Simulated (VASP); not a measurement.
# HfN (lda) (Fm-3m) in VASP: elastic constants with LDA

Aim: the elastic constants of HfN (lda) with LDA.

Program: VASP 6.6.1. These are calculated values, not measurements. Logs are shortened: lines on timing, memory, paths and dates and some standing lists are left out, and cuts for length are marked.

## (1) The cell of the first run

It takes space group Fm-3m (No. 225, cubic). The conventional cell has a = 4.469 Å, b = 4.469 Å, c = 4.469 Å, α = 90.00°, β = 90.00°, γ = 90.00°. Hf (site symmetry m-3m) has 6 N at 2.23 Å within 3.0 Å. N (site symmetry m-3m) has 6 Hf at 2.23 Å within 3.0 Å.

## (2) Elastic constants, LDA

Contents of INCAR:

```
PREC = Accurate ; ENCUT = 600
EDIFF = 1E-8 ; ISMEAR = -1
SIGMA = 0.15 ; LREAL = False
LASPH = True ; NELM = 60
ALGO = Normal ; ISIF = 3
LWAVE = False ; LCHARG = False
NBANDS = 14 ; IBRION = 6
NFREE = 2 ; POTIM = 0.015
NSW = 1
```

Contents of KPOINTS:

```
Automatic mesh
0
Gamma
  16 16 16
```

Contents of POSCAR:

```
HfN
1.0
    0.0000000000      2.2344668434      2.2344668434
    2.2344668434      0.0000000000      2.2344668434
    2.2344668434      2.2344668434      0.0000000000
Hf N
1 1
Direct
    0.0000000000      0.0000000000      0.0000000000
    0.5000000000      0.5000000000      0.5000000000
```

Potentials or basis: VASP PAW LDA potentials, release 64 (Hf_pv, N).

On the command line:

```console
cat potpaw_LDA.64/Hf_pv/POTCAR potpaw_LDA.64/N/POTCAR > POTCAR
mpirun -np 1 vasp_std > vasp.out
```

OUTCAR:

```text
PREC = Accurate
   ENCUT = 600
   EDIFF = 1E-8
   ISMEAR = -1
   LREAL = False
   LASPH = True
   NELM = 60
   ISIF = 3
   IBRION = 6
   NFREE = 2
   POTIM = 0.015
   NSW = 1

 ion  position               nearest neighbor table
   1  0.000  0.000  0.000-   2 2.23   2 2.23   2 2.23   2 2.23   2 2.23   2 2.23
   2  0.500  0.500  0.500-   1 2.23   1 2.23   1 2.23   1 2.23   1 2.23   1 2.23

  LATTYP: Found a face centered cubic cell.
 ALAT       =     4.4689336868

  Lattice vectors:

 A1 = (   0.0000000000,   2.2344668434,   2.2344668434)
 A2 = (   2.2344668434,   0.0000000000,   2.2344668434)
 A3 = (   2.2344668434,   2.2344668434,   0.0000000000)

Analysis of symmetry for initial positions (statically):
=====================================================================
 Subroutine PRICEL returns:
 Original cell was already a primitive cell.

 Routine SETGRP: Setting up the symmetry group for a
 face centered cubic supercell.

 Subroutine GETGRP returns: Found 48 space group operations
 (whereof 48 operations were pure point group operations)
 out of a pool of 48 trial point group operations.

The static configuration has the point symmetry O_h .

Analysis of symmetry for dynamics (positions and initial velocities):
=====================================================================
 Subroutine PRICEL returns:
 Original cell was already a primitive cell.

 Routine SETGRP: Setting up the symmetry group for a
 face centered cubic supercell.

 Subroutine GETGRP returns: Found 48 space group operations
 (whereof 48 operations were pure point group operations)
 out of a pool of 48 trial point group operations.

The dynamic configuration has the point symmetry O_h .

 Subroutine INISYM returns: Found 48 space group operations
 (whereof 48 operations are pure point group operations),
 and found     1 'primitive' translations
[... 739 lines left out ...]
      4      -8.6718      2.00000
      5       4.4642      2.00000
      6       4.7948      2.00000
      7       5.1287      2.00000
      8       8.2403      1.68607
      9       8.3041      1.55639
     10       8.7379      0.32580
     11      10.7367      0.00000
     12      11.5882      0.00000
     13      11.6915      0.00000
     14      19.0466      0.00000

 [... further k-points ...]

------------------------ aborting loop because EDIFF is reached ----------------------------------------

  FORCE on cell =-STRESS in cart. coord.  units (eV):
  Direction    XX          YY          ZZ          XY          YZ          ZX
  --------------------------------------------------------------------------------------
  -------------------------------------------------------------------------------------
  Total       -0.1676610     -0.1813401     -0.1813401      0.0000000      0.0000000     -0.0000000
  in kB      -12.0390164    -13.0212474    -13.0212474      0.0000000      0.0000000     -0.0000000
  external PRESSURE =     -12.6938371 kB  Pullay stress =       0.0000000 kB
[... 17 lines left out ...]
  FREE ENERGIE OF THE ION-ELECTRON SYSTEM (eV)
  ---------------------------------------------------
  free  energy   TOTEN  =       -23.8906626226 eV

  energy  without entropy=      -23.8488391244  energy(sigma->0) =      -23.86975087

 INTERNAL STRAIN TENSORS FROM STRAINED CELLS
 ============================================

 INTERNAL STRAIN TENSOR FOR ION    1 for displacements in x,y,z  (eV/Angst):
          X           Y           Z          XY          YZ          ZX
  --------------------------------------------------------------------------------
  x     0.00000     0.00000     0.00000     0.00000    -0.00000    -0.00000
  y     0.00000     0.00000    -0.00000    -0.00000     0.00000    -0.00000
  z    -0.00000     0.00000     0.00000     0.00000    -0.00000     0.00000

 INTERNAL STRAIN TENSORS FROM DISPLACED ATOMS
 ============================================

 INTERNAL STRAIN TENSOR FOR ION    1 for displacements in x,y,z  (eV/Angst):
          X           Y           Z          XY          YZ          ZX
  --------------------------------------------------------------------------------
  x     0.00000     0.00000     0.00000     0.00000     0.00000     0.00000
  y     0.00000     0.00000     0.00000     0.00000     0.00000     0.00000
  z     0.00000     0.00000     0.00000     0.00000     0.00000     0.00000

 INTERNAL STRAIN TENSOR FOR ION    2 for displacements in x,y,z  (eV/Angst):
          X           Y           Z          XY          YZ          ZX
  --------------------------------------------------------------------------------
  x     0.00000     0.00000     0.00000     0.00000     0.00000     0.00000
  y     0.00000     0.00000     0.00000     0.00000     0.00000     0.00000
  z     0.00000     0.00000     0.00000     0.00000     0.00000     0.00000

 Eigenvectors and eigenvalues of the dynamical matrix
 ----------------------------------------------------

   1 f  =   15.488640 THz    97.317994 2PiTHz  516.645414 cm-1    64.055839 meV
             X         Y         Z           dx          dy          dz
      0.000000  0.000000  0.000000     0.269666   -0.000000   -0.000000
      2.234467  2.234467  2.234467    -0.962954    0.000000   -0.000000
[... 21 lines left out ...]
   6 f/i=    0.000474 THz     0.002976 2PiTHz    0.015801 cm-1     0.001959 meV
             X         Y         Z           dx          dy          dz
      0.000000  0.000000  0.000000     0.132983   -0.949778    0.086699
      2.234467  2.234467  2.234467     0.037241   -0.265977    0.024279

--------------------------------------------------------------------------------------------------------

 ELASTIC MODULI CONTR FROM IONIC RELAXATION (kBar)
 Direction    XX          YY          ZZ          XY          YZ          ZX
 --------------------------------------------------------------------------------
 XX           0.0000      0.0000      0.0000      0.0000      0.0000      0.0000
 YY           0.0000      0.0000      0.0000      0.0000      0.0000      0.0000
 ZZ           0.0000      0.0000      0.0000      0.0000      0.0000      0.0000
 XY           0.0000      0.0000      0.0000      0.0000      0.0000      0.0000
 YZ           0.0000      0.0000      0.0000      0.0000      0.0000      0.0000
 ZX           0.0000      0.0000      0.0000      0.0000      0.0000      0.0000
 --------------------------------------------------------------------------------

 TOTAL ELASTIC MODULI (kBar)
 Direction    XX          YY          ZZ          XY          YZ          ZX
 --------------------------------------------------------------------------------
 XX        6791.0208   1157.2883   1157.2883     -0.0000     -0.0000      0.0000
 YY        1157.2883   6791.0208   1157.2883      0.0000      0.0000      0.0000
 ZZ        1157.2883   1157.2883   6791.0208     -0.0000     -0.0000      0.0000
 XY          -0.0000      0.0000     -0.0000   1321.5939      0.0000      0.0000
 YZ          -0.0000      0.0000     -0.0000      0.0000   1321.5939      0.0000
 ZX           0.0000      0.0000      0.0000      0.0000      0.0000   1321.5939
 --------------------------------------------------------------------------------
```

stdout:

```text
POSCAR found type information on POSCAR HfN
 POSCAR found :  2 types and       2 ions
 scaLAPACK will be used
 LDA part: xc-table for (Slater(with rela. corr.)+CA(PZ))
 , standard interpolation
 POSCAR, INCAR and KPOINTS ok, starting setup
 FFT: planning ... GRIDC
 FFT: planning ... GRID_SOFT
 FFT: planning ... GRID
 WAVECAR not read
 entering main loop
 Found     2 degrees of freedom:
 Adding 6 more for cell shape distortion
 Finite differences POTIM= 0.01500 DOF=   8
 bond charge predicted
 Finite differences progress:
 bond charge predicted
 Finite differences progress:
 bond charge predicted
 Finite differences progress:
 bond charge predicted
 Finite differences progress:
 bond charge predicted
 Finite differences progress:
 bond charge predicted
 Finite differences progress:
 bond charge predicted
 Finite differences progress:
 bond charge predicted
 Finite differences progress:
 bond charge predicted
 Finite differences progress:
 bond charge predicted
 Finite differences progress:
 bond charge predicted
 Finite differences progress:
 bond charge predicted
 Finite differences progress:
 bond charge predicted
 Finite differences progress:
 bond charge predicted
 Finite differences progress:
 bond charge predicted
 Finite differences progress:
 bond charge predicted
 Finite differences progress:
```

Wall time 66 min (1 thread of Intel Xeon Platinum 8259CL at 2.50GHz (Skylake/Cascade Lake), shared host); peak memory 0.76 GiB.

What came out:

| Item | Value |
| --- | --- |
| Elastic constants C11, C12, C44 | 679, 116, 132 GPa |
| Voigt bulk modulus | 304 GPa |
| Highest phonon frequency at Γ, LO-TO splitting left out | 517 cm⁻¹ |

Phonon frequencies in cm⁻¹ (negative: imaginary):
```csv
q point,frequencies
"(0.000, 0.000, 0.000)",0 0 0 517 517 517
```

Elastic tensor in Voigt notation (GPa, in the Cartesian axes of the cell as first typed):
```
679 116 116   0   0   0
116 679 116   0   0   0
116 116 679   0   0   0
  0   0   0 132   0   0
  0   0   0   0 132   0
  0   0   0   0   0 132
```

Clamped-ion elastic tensor (GPa):
```
679 116 116   0   0   0
116 679 116   0   0   0
116 116 679   0   0   0
  0   0   0 132   0   0
  0   0   0   0 132   0
  0   0   0   0   0 132
```

Caveat: the cell is under stress, which shifts elastic constants; spin-orbit coupling is left out, which moves the levels of the heavy elements.
